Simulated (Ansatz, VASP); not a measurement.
Two plane-wave programs on TePb

```
CELL_PARAMETERS angstrom
4.00539 0.00000 0.00000
0.00000 4.00539 0.00000
0.00000 0.00000 4.00539
ATOMIC_POSITIONS crystal
Pb 0.00000 0.00000 0.00000
Te 0.50000 0.50000 0.50000
```

Alike in both runs: task single point; functional r2SCAN; k mesh 8 × 8 × 8; occupations gaussian, width 0.05 eV; no spin polarisation.

|  | VASP | Ansatz |
| --- | --- | --- |
| version | VASP 6.6.1 | Ansatz 0.2.0 |
| potentials or method | VASP PAW PBE potentials, release 64 (Pb_d, Te), cutoff 520 eV | scalar-relativistic, plane waves, PAW |
| valence electrons in the cell | 20 | 30 |

```tsv
	VASP	Ansatz	Ansatz less VASP
gap on the k mesh at the Fermi level (eV)	none	none	-
pressure (GPa)	-0.4	-0.4	+0.01
```

VASP's potentials were made for PBE, not for r2SCAN. A gap of «none» marks a metal or a gap that the smearing closes. With one functional, cell and mesh, what is left measures potentials, basis and numerics. VASP's potentials hold 20 valence electrons a cell and Ansatz's 30, so a difference there can come from the potentials and not from the codes.

Spin-orbit coupling is off throughout.
